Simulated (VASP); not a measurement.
# ZrN (Fm-3m) in VASP: a series of runs

Runs on ZrN. Level: PBE+D3(BJ). Tasks: single point, relaxation of cell and atoms.

All numbers are computed with VASP 6.6.1; they aren't measurements. Logs are shortened: lines on timing, memory, paths and dates and some standing lists are left out, and cuts for length are marked.

**1. The cell of the first run**

It takes space group Fm-3m (No. 225, cubic). The conventional cell has a = 4.589 Å, b = 4.589 Å, c = 4.589 Å, α = 90.00°, β = 90.00°, γ = 90.00°. Within 3.0 Å of Zr (site symmetry m-3m) lie 6 N at 2.29 Å. N (site symmetry m-3m) has 6 Zr at 2.29 Å within 3.0 Å.

**2. Single point, PBE+D3(BJ)**

Input file INCAR:

```
ALGO     = Normal         # electronic algorithm
EDIFF    = 1E-6           # SCF threshold, eV
ENCUT    = 600            # plane-wave cutoff, eV
GGA      = PE             # functional
GGA_COMPAT= False        
ISIF     = 2              # what is computed and relaxed
ISMEAR   = 0              # smearing method
IVDW     = 12             # dispersion correction
LASPH    = True           # aspherical terms in the spheres
LCHARG   = True           # write CHGCAR
LELF     = True           # ELF
LREAL    = False          # projectors in reciprocal space
LVHAR    = True         
LWAVE    = False          # write WAVECAR
NBANDS   = 16             # bands
NELM     = 120            # most SCF steps
PREC     = Accurate       # precision mode
SIGMA    = 0.1            # smearing width, eV
```

Input file KPOINTS:

```
k-points
0
Gamma
  6 6 6
```

Input file POSCAR:

```
ZrN
1.0
    0.0000000000      2.2942655900      2.2942655900
    2.2942655900      0.0000000000      2.2942655900
    2.2942655900      2.2942655900      0.0000000000
Zr N
1 1
Direct
    0.5000000000      0.5000000000      0.5000000000
    0.0000000000      0.0000000000      0.0000000000
```

Potentials or basis: VASP PAW PBE potentials, release 64 (Zr_sv, N).

Started as:

```bash
$ cat potpaw_PBE.64/Zr_sv/POTCAR potpaw_PBE.64/N/POTCAR > POTCAR
$ mpirun -np 1 vasp_std > vasp.out
```

OUTCAR:

```text
EDIFF = 1E-6
   ENCUT = 600
   GGA = PE
   ISIF = 2
   ISMEAR = 0
   IVDW = 12
   LASPH = True
   LREAL = False
   NELM = 120
   PREC = Accurate
 IVDW          = 12

 ion  position               nearest neighbor table
   1  0.500  0.500  0.500-   2 2.29   2 2.29   2 2.29   2 2.29   2 2.29   2 2.29
   2  0.000  0.000  0.000-   1 2.29   1 2.29   1 2.29   1 2.29   1 2.29   1 2.29

  LATTYP: Found a face centered cubic cell.
 ALAT       =     4.5885311800

  Lattice vectors:

 A1 = (   0.0000000000,   2.2942655900,   2.2942655900)
 A2 = (   2.2942655900,   0.0000000000,   2.2942655900)
 A3 = (   2.2942655900,   2.2942655900,   0.0000000000)

Analysis of symmetry for initial positions (statically):
=====================================================================
 Subroutine PRICEL returns:
 Original cell was already a primitive cell.

 Routine SETGRP: Setting up the symmetry group for a
 face centered cubic supercell.

 Subroutine GETGRP returns: Found 48 space group operations
 (whereof 48 operations were pure point group operations)
 out of a pool of 48 trial point group operations.

The static configuration has the point symmetry O_h .

Analysis of symmetry for dynamics (positions and initial velocities):
=====================================================================
 Subroutine PRICEL returns:
 Original cell was already a primitive cell.

 Routine SETGRP: Setting up the symmetry group for a
 face centered cubic supercell.

 Subroutine GETGRP returns: Found 48 space group operations
 (whereof 48 operations were pure point group operations)
 out of a pool of 48 trial point group operations.

The dynamic configuration has the point symmetry O_h .

 Subroutine INISYM returns: Found 48 space group operations
 (whereof 48 operations are pure point group operations),
 and found     1 'primitive' translations

----------------------------------------------------------------------------------------

                                     Primitive cell

  volume of cell :      24.1524

  direct lattice vectors                    reciprocal lattice vectors
     0.000000000  2.294265590  2.294265590    -0.217934664  0.217934664  0.217934664
     2.294265590  0.000000000  2.294265590     0.217934664 -0.217934664  0.217934664
     2.294265590  2.294265590  0.000000000     0.217934664  0.217934664 -0.217934664

  length of vectors
     3.244581513  3.244581513  3.244581513     0.377473910  0.377473910  0.377473910

  position of ions in fractional coordinates (direct lattice)
     0.500000000  0.500000000  0.500000000
     0.000000000  0.000000000  0.000000000

  ion indices of the primitive-cell ions
   primitive index   ion index
                 1           1
                 2           2

----------------------------------------------------------------------------------------

 KPOINTS: k-points

Automatic generation of k-mesh.
 Grid dimensions read from file:
 generate k-points for:    6    6    6

 Generating k-lattice:

  Cartesian coordinates                     Fractional coordinates (reciprocal lattice)
    -0.036322444  0.036322444  0.036322444     0.166666667  0.000000000  0.000000000
     0.036322444 -0.036322444  0.036322444     0.000000000  0.166666667  0.000000000
     0.036322444  0.036322444 -0.036322444     0.000000000  0.000000000  0.166666667

  Length of vectors
     0.062912318  0.062912318  0.062912318

  Shift w.r.t. Gamma in fractional coordinates (k-lattice)
     0.000000000  0.000000000  0.000000000

 Subroutine IBZKPT returns following result:
 ===========================================

 Found     16 irreducible k-points:

 Following reciprocal coordinates:
            Coordinates               Weight
  0.000000  0.000000  0.000000      1.000000
  0.166667  0.000000  0.000000      8.000000
  0.333333  0.000000  0.000000      8.000000
  0.500000  0.000000  0.000000      4.000000
  0.166667  0.166667  0.000000      6.000000
  0.333333  0.166667  0.000000     24.000000
[... 8 lines left out ...]
 -0.333333  0.333333  0.166667     24.000000
 -0.333333  0.500000  0.166667     12.000000
   k-points           NKPTS =     16   k-points in BZ     NKDIM =     16   number of bands    NBANDS=     16
   number of dos      NEDOS =    301   number of ions     NIONS =      2
   total plane-waves  NPLWV =  21952
   dimension x,y,z NGX =    28 NGY =   28 NGZ =   28
   dimension x,y,z NGXF=    56 NGYF=   56 NGZF=   56
   ions per type =               1   1
   NGX,Y,Z   is equivalent  to a cutoff of  14.35, 14.35, 14.35 a.u.
   NGXF,Y,Z  is equivalent  to a cutoff of  28.69, 28.69, 28.69 a.u.
 SYSTEM =  unknown system
   PREC   = accura    normal or accurate (medium, high low for compatibility)
   ISTART =      0    job   : 0-new  1-cont  2-samecut
   ICHARG =      2    charge: 1-file 2-atom 10-const
   ISPIN  =      1    spin polarized calculation?
   LNONCOLLINEAR =      F non collinear calculations
   LSORBIT =      F    spin-orbit coupling
   LASPH  =      T    aspherical Exc in radial PAW
   ENCUT  =  600.0 eV  44.10 Ry    6.64 a.u.   6.48  6.48  6.48*2*pi/ulx,y,z
   NELM   =    120;   NELMIN=  2; NELMDL= -5     # of ELM steps
   EDIFF  = 0.1E-05   stopping-criterion for ELM
   LREAL  =      F    real-space projection
   EDIFFG = 0.1E-04   stopping-criterion for IOM
   NSW    =      0    number of steps for IOM
   IBRION =     -1    ionic relax: 0-MD 1-quasi-New 2-CG
   NFREE  =      0    steps in history (QN), initial steepest desc. (CG)
   ISIF   =      2    stress and relaxation
   ISYM   =      2    0-nonsym 1-usesym 2-fastsym
   POTIM  = 0.5000    time-step for ionic-motion
   TEBEG  =    0.0;   TEEND  =   0.0 temperature during run
   PSTRESS=    0.0 pullay stress
   NELECT =      17.0000    total number of electrons
   NUPDOWN=      -1.0000    fix difference up-down
   EMIN   =  10.00;   EMAX   =-10.00  energy-range for DOS
   EFERMI =   0.00;   METHOD = LEGACY
   ISMEAR =     0;   SIGMA  =   0.10  broadening in eV -4-tet -1-fermi 0-gaus
   EFERMI_NEDOS =   21; number of points for ismear=-14 and -15
   IALGO  =     38    algorithm
   IMIX   =      4    mixing-type and parameters
     AMIX     =   0.40;   BMIX     =  1.00
     AMIX_MAG =   1.60;   BMIX_MAG =  1.00
  volume/ion in A,a.u.               =      12.08        81.49
  Fermi-wavevector in a.u.,A,eV,Ry     =   1.456255  2.751923 28.853587  2.120679
  Thomas-Fermi vector in A             =   2.573195
   LORBIT       =      0    0 simple, 1 ext, 2 COOP (PROOUT), +10 PAW based schemes
   GGA     = PE    functional components
   LHFCALC =     F    Hartree Fock is set to
   AEXX    =    0.0000 exact exchange contribution
   IVDW    =    12    specifies the selected vdW correction
   LEPSILON=     F    determine dielectric tensor
   LRPA    =     F    only Hartree local field effects (RPA)
 non-spin polarized calculation
 Gauss-broadening in eV      SIGMA  =   0.10
  energy-cutoff  :      600.00
  volume of cell :       24.15
 maximum number of plane-waves:       821
 NGX is ok and might be reduce to    28
   NGX = 13   NGY = 13   NGZ = 13

 number of electron      17.0000000 magnetization

 Free energy of the ion-electron system (eV)
  ---------------------------------------------------
  ext. energy  EPLUGINS =         0.00000000
  ---------------------------------------------------
  free energy    TOTEN  =       -20.40385346 eV

  energy without entropy =      -20.40152958  energy(sigma->0) =      -20.40269152

 E-fermi :  12.1148     XC(G=0): -12.4923

 val. band max:       12.0760561895   @ k =   0.1667   0.0000   0.0000
 cond. band min:      12.2587965029   @ k =   0.1667   0.0000   0.0000
 fundamental gap:      0.1827403134
 Fermi energy:        12.1148262479

 k-point     1 :       0.0000    0.0000    0.0000
  band No.  band energies     occupation
      1     -37.6796      2.00000
      2     -15.3014      2.00000
      3     -15.3014      2.00000
      4     -15.3014      2.00000
      5      -4.3111      2.00000
      6       9.3017      2.00000
[... 8 lines left out ...]
     15      21.1128      0.00000
     16      34.3797      0.00000

 k-point     2 :       0.1667    0.0000    0.0000
  band No.  band energies     occupation
      1     -37.6451      2.00000
      2     -15.6133      2.00000
      3     -15.3250      2.00000
      4     -15.3250      2.00000
      5      -3.7897      2.00000
      6       7.5515      2.00000
[... 8 lines left out ...]
     15      22.7703      0.00000
     16      30.6678      0.00000

 k-point     3 :       0.3333    0.0000    0.0000
  band No.  band energies     occupation
      1     -37.5752      2.00000
      2     -16.1837      2.00000
      3     -15.3717      2.00000
      4     -15.3717      2.00000
      5      -2.7142      2.00000
      6       5.2836      2.00000
[... 8 lines left out ...]
     15      24.3576      0.00000
     16      26.7127      0.00000

 k-point     4 :       0.5000    0.0000    0.0000
  band No.  band energies     occupation
      1     -37.5399      2.00000
      2     -16.4476      2.00000
      3     -15.3947      2.00000
      4     -15.3947      2.00000
      5      -2.1211      2.00000
      6       4.2985      2.00000
[... 8 lines left out ...]
     15      24.2040      0.00000
     16      24.2040      0.00000

 k-point     5 :       0.1667    0.1667    0.0000
  band No.  band energies     occupation
      1     -37.6337      2.00000
      2     -15.5894      2.00000
      3     -15.3908      2.00000
      4     -15.3908      2.00000
      5      -3.7289      2.00000
      6       6.7356      2.00000
[... 8 lines left out ...]
     15      23.3441      0.00000
     16      30.2295      0.00000

 k-point     6 :       0.3333    0.1667    0.0000
  band No.  band energies     occupation
      1     -37.5758      2.00000
      2     -15.9976      2.00000
      3     -15.4584      2.00000
      4     -15.4542      2.00000
      5      -3.1286      2.00000
      6       5.7451      2.00000
[... 8 lines left out ...]
     15      24.8819      0.00000
     16      27.1379      0.00000
[... 115 lines left out ...]
 k-point    13 :       0.5000    0.5000    0.0000
  band No.  band energies     occupation
      1     -37.4954      2.00000
      2     -16.2146      2.00000
      3     -15.6540      2.00000
      4     -15.6540      2.00000
      5      -3.7763      2.00000
      6       7.3837      2.00000
[... 8 lines left out ...]
     15      21.7571      0.00000
     16      27.7450      0.00000

 k-point    14 :       0.5000    0.3333    0.1667
  band No.  band energies     occupation
      1     -37.5295      2.00000
      2     -16.1115      2.00000
      3     -15.6988      2.00000
      4     -15.5011      2.00000
      5      -2.9994      2.00000
      6       5.8034      2.00000
[... 8 lines left out ...]
     15      23.9453      0.00000
     16      25.0092      0.00000

 k-point    15 :      -0.3333    0.3333    0.1667
  band No.  band energies     occupation
      1     -37.5061      2.00000
      2     -16.1358      2.00000
      3     -15.8091      2.00000
      4     -15.5682      2.00000
      5      -2.9408      2.00000
      6       5.8576      2.00000
[... 8 lines left out ...]
     15      23.4234      0.00000
     16      24.5609      0.00000

 k-point    16 :      -0.3333    0.5000    0.1667
  band No.  band energies     occupation
      1     -37.4949      2.00000
      2     -16.0791      2.00000
      3     -15.7990      2.00000
      4     -15.7011      2.00000
      5      -3.3433      2.00000
      6       7.0175      2.00000
[... 8 lines left out ...]
     15      22.6862      0.00000
     16      25.4148      0.00000

------------------------ aborting loop because EDIFF is reached ----------------------------------------

 Edisp (eV)   -0.84988

 E8    (eV) :    -0.3873

  FORCE on cell =-STRESS in cart. coord.  units (eV):
  Direction    XX          YY          ZZ          XY          YZ          ZX
  --------------------------------------------------------------------------------------
  -------------------------------------------------------------------------------------
  Total      -0.74373    -0.74373    -0.74373     0.00000     0.00000     0.00000
  in kB     -49.33635   -49.33635   -49.33635     0.00000     0.00000     0.00000
  external pressure =      -49.34 kB  Pullay stress =        0.00 kB

 VOLUME and BASIS-vectors are now :
 -----------------------------------------------------------------------------
  energy-cutoff  :      600.00
  volume of cell :       24.15
      direct lattice vectors                 reciprocal lattice vectors
     0.000000000  2.294265590  2.294265590    -0.217934664  0.217934664  0.217934664
     2.294265590  0.000000000  2.294265590     0.217934664 -0.217934664  0.217934664
     2.294265590  2.294265590  0.000000000     0.217934664  0.217934664 -0.217934664

 POSITION                                       TOTAL-FORCE (eV/Angst)
 -----------------------------------------------------------------------------------
      2.29427      2.29427      2.29427        -0.000000     -0.000000     -0.000000
      0.00000      0.00000      0.00000         0.000000      0.000000      0.000000
 -----------------------------------------------------------------------------------
    total drift:                                0.000000      0.000000      0.000000

  FREE ENERGIE OF THE ION-ELECTRON SYSTEM (eV)
  ---------------------------------------------------
  free  energy   TOTEN  =       -21.2537286366 eV

  energy  without entropy=      -21.2514047537  energy(sigma->0) =      -21.25256670
```

It took 23 s on 1 thread of Intel Xeon 8259CL, shared host; peak memory 0.17 GiB.

What came out:

```yaml
Free_energy: -21.2537 eV
Pressure: -4.9 GPa
Band_gap_on_the_k_mesh: zero (an odd number of electrons rules out a gap without spin polarisation)
Dispersion_energy_per_atom: -0.425 eV
```

Caveat: the k points lie up to 0.40 Å⁻¹ apart, too coarse for converged energies and pressures of a metal; an odd number of electrons without spin polarisation forces a metal; a magnetic or distorted state may lie lower.

**3. Single point, PBE+D3(BJ)**

This run uses another cell than the first one, of 11.85 Å³/atom.

Input file INCAR:

```
PREC = Accurate
ENCUT = 600
EDIFF = 1E-6
ISMEAR = 0
SIGMA = 0.1
LREAL = F
LASPH = T
NELM = 120
ALGO = Normal
ISIF = 2
LWAVE = F
LCHARG = F
GGA = PE
IVDW = 12
NBANDS = 16
GGA_COMPAT = F
```

Input file KPOINTS:

```
Automatic mesh
0
Gamma
  16 16 16
```

Input file POSCAR:

```
ZrN
1.0
    0.0000000000      2.2796935537      2.2796935537
    2.2796935537      0.0000000000      2.2796935537
    2.2796935537      2.2796935537      0.0000000000
Zr N
1 1
Direct
    0.5000000000      0.5000000000      0.5000000000
    0.0000000000      0.0000000000      0.0000000000
```

Potentials or basis: VASP PAW PBE potentials, release 64 (Zr_sv, N).

Started as:

```bash
$ cat potpaw_PBE.64/Zr_sv/POTCAR potpaw_PBE.64/N/POTCAR > POTCAR
$ mpirun -np 1 vasp_std > vasp.out
```

Wall time 2.2 min (1 thread of Intel Xeon 8259CL, shared host); peak memory 0.22 GiB.

It converged, with:

```
Free energy                : -21.2301 eV
Pressure                   : 0.1 GPa
Band gap on the k mesh     : zero (an odd number of electrons rules out a gap without spin polarisation)
Dispersion energy per atom : -0.434 eV
```

Levels at points of the mesh, in eV from the Fermi level:
```tsv
k point	band 7	band 8	band 9	band 10	band 11	band 12
(0.00, 0.00, 0.00)	-2.68	-2.68	-0.41	-0.41	-0.41	1.62
(0.50, 0.00, 0.00)	-5.77	-5.77	3.09	3.16	3.16	4.83
(0.50, 0.50, 0.00)	-3.55	-3.17	-3.17	3.45	4.65	4.65
```

Caveat: an odd number of electrons without spin polarisation forces a metal; a magnetic or distorted state may lie lower.

**4. Relaxation of cell and atoms, PBE+D3(BJ)**

Input file INCAR:

```
SYSTEM = ZrN
  PREC = Accurate
  ENCUT = 600
  EDIFF = 1E-7
  ISMEAR = 0
  SIGMA = 0.1
  LREAL = .False.
  LASPH = .True.
  NELM = 120
  ALGO = Normal
  ISIF = 3
  LWAVE = .False.
  LCHARG = .False.
  GGA = PE
  IVDW = 12
  IBRION = 2
  NSW = 100
  EDIFFG = -0.002
  GGA_COMPAT = .False.
  NELMIN = 4
```

Input file KPOINTS:

```
regular mesh
0
Gamma
  16 16 16
  0 0 0
```

Input file POSCAR:

```
ZrN
1.0
    0.0000000000      2.2942655900      2.2942655900
    2.2942655900      0.0000000000      2.2942655900
    2.2942655900      2.2942655900      0.0000000000
Zr N
1 1
Direct
    0.5000000000      0.5000000000      0.5000000000
    0.0000000000      0.0000000000      0.0000000000
```

Started as:

```bash
$ cat potpaw_PBE.64/Zr_sv/POTCAR potpaw_PBE.64/N/POTCAR > POTCAR
$ mpirun -np 1 vasp_std > vasp.out
```

It took 6.6 min on 1 thread of Intel Xeon 8259CL, shared host; peak memory 0.22 GiB.

Results (log left out):

* Free energy: -21.2308 eV
* Relaxed volume: 11.85 Å³/atom
* Relaxed cell: a = 3.224 Å, b = 3.224 Å, c = 3.224 Å, α = 60.00°, β = 60.00°, γ = 60.00°
* Space group after relaxing (to 0.1 Å): Fm-3m (No. 225)
* Energy gained by relaxing: 3.4 meV/atom
* Ionic steps: 6
* Pressure after relaxing: 0.0 GPa
* Band gap on the k mesh: zero (an odd number of electrons rules out a gap without spin polarisation)
* Dispersion energy per atom: -0.433 eV

Step by step:
| step | energy change (eV) | largest force (eV/Å) | pressure (GPa) | volume (Å³) |
| --- | --- | --- | --- | --- |
| 1 | 0.0000 | 0.0000 | -4.74 | 24.15 |
| 2 | 0.0154 | 0.0000 | 9.44 | 22.92 |
| 3 | -0.0068 | 0.0000 | -0.05 | 23.71 |
| 4 | -0.0068 | 0.0000 | 0.05 | 23.70 |
| 5 | -0.0068 | 0.0000 | -0.04 | 23.71 |
| 6 | -0.0068 | 0.0000 | 0.00 | 23.70 |

Final structure:
```xyz
2
Lattice="0.0000 2.2799 2.2799 2.2799 0.0000 2.2799 2.2799 2.2799 0.0000" Properties=species:S:1:pos:R:3 pbc="T T T"
Zr    2.2799    2.2799    2.2799
N     0.0000    2.2799    2.2799
```

Levels at points of the mesh, in eV from the Fermi level:
| k point | band 5 | band 6 | band 7 | band 8 | band 9 | band 10 | band 11 | band 12 |
| --- | --- | --- | --- | --- | --- | --- | --- | --- |
| (0.00, 0.00, 0.00) | -16.35 | -2.68 | -2.68 | -2.68 | -0.41 | -0.41 | -0.41 | 1.62 |
| (0.50, 0.00, 0.00) | -14.07 | -7.74 | -5.77 | -5.77 | 3.09 | 3.16 | 3.16 | 4.83 |
| (0.50, 0.50, 0.00) | -15.83 | -4.55 | -3.55 | -3.17 | -3.17 | 3.45 | 4.64 | 4.64 |

Caveat: an odd number of electrons without spin polarisation forces a metal; a magnetic or distorted state may lie lower.

**5. Overview**

```tsv
task	cell	k mesh	gap on the mesh (eV)	pressure (GPa)
single point	a = 3.245 Å, angles 60.0°, 2 atoms	6 × 6 × 6	none	-4.9
single point	a = 3.224 Å, angles 60.0°, 2 atoms	16 × 16 × 16	none	0.1
relaxation of cell and atoms	relaxed from a = 3.245 Å, angles 60.0°, 2 atoms	16 × 16 × 16	none	0.0
```

Alike in all rows: level PBE+D3(BJ); potentials or basis VASP PAW PBE potentials, release 64 (Zr_sv, N); no spin polarisation; cutoff (eV) 600; smearing gaussian 0.1 eV.

Caveats: some runs use coarse meshes; an odd number of electrons without spin polarisation forces a metal; a magnetic or distorted state may lie lower.

Absolute energies hang on the potentials; compare differences alone.

The gap in the log of VASP goes by the Fermi energy; the results here count the filled bands.